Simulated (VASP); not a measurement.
Wanted: the native input for a VASP 6.6.1 run.

| Quantity | Value |
| --- | --- |
| Task | single point |
| Functional | PBE |
| Potentials or basis | VASP PAW PBE potentials, release 64 (Pb_d, O) |
| Cutoff | 520 eV |
| k mesh | 8 × 8 × 6 |
| Occupations | gaussian, width 0.05 eV |
| Spin | no spin polarisation |
| Dipole correction | no |
| Further INCAR settings | ALGO = Normal; EDIFF = 1e-06; NBANDS = 28 |

The structure of PbO lies in POSCAR:

```
PbO
1.0
    4.0568204757      0.0000000000      0.0000000000
    0.0000000000      4.0568204757      0.0000000000
    0.0000000000      0.0000000000      5.5970750290
Pb O
2 2
Direct
    0.5000000000      0.0000000000      0.2126163549
    0.0000000000      0.5000000000      0.7873836451
    0.0000000000      0.0000000000      0.0000000000
    0.5000000000      0.5000000000      0.0000000000
```

One way to write it, as run:

INCAR

```
PREC = Accurate
ENCUT = 520
EDIFF = 1E-6
ISMEAR = 0
SIGMA = 0.05
LREAL = False
LASPH = True
NELM = 100
ALGO = Normal
ISIF = 2
LWAVE = False
LCHARG = True
GGA = PE
LELF = True
LVHAR = True
NBANDS = 28
```

KPOINTS

```
Automatic mesh
0
Gamma
  8 8 6
```

Potentials or basis: VASP PAW PBE potentials, release 64 (Pb_d, O).

Command:

```bash
$ cat potpaw_PBE.64/Pb_d/POTCAR potpaw_PBE.64/O/POTCAR > POTCAR
$ mpirun -np 1 vasp_std > vasp.out
```

It gave:

The pressure is 0.1 GPa and the largest force is 0.035 eV/Å. The band gap on the k mesh is 1.80 eV, indirect (least direct gap 1.90 eV).

Caveat: spin-orbit coupling is left out, which moves the levels of the heavy elements.

Run time: 80 s on 1 thread of AMD EPYC 9R45 96-Core Processor (Zen 5), with other jobs on the host, peak memory 0.24 GiB.
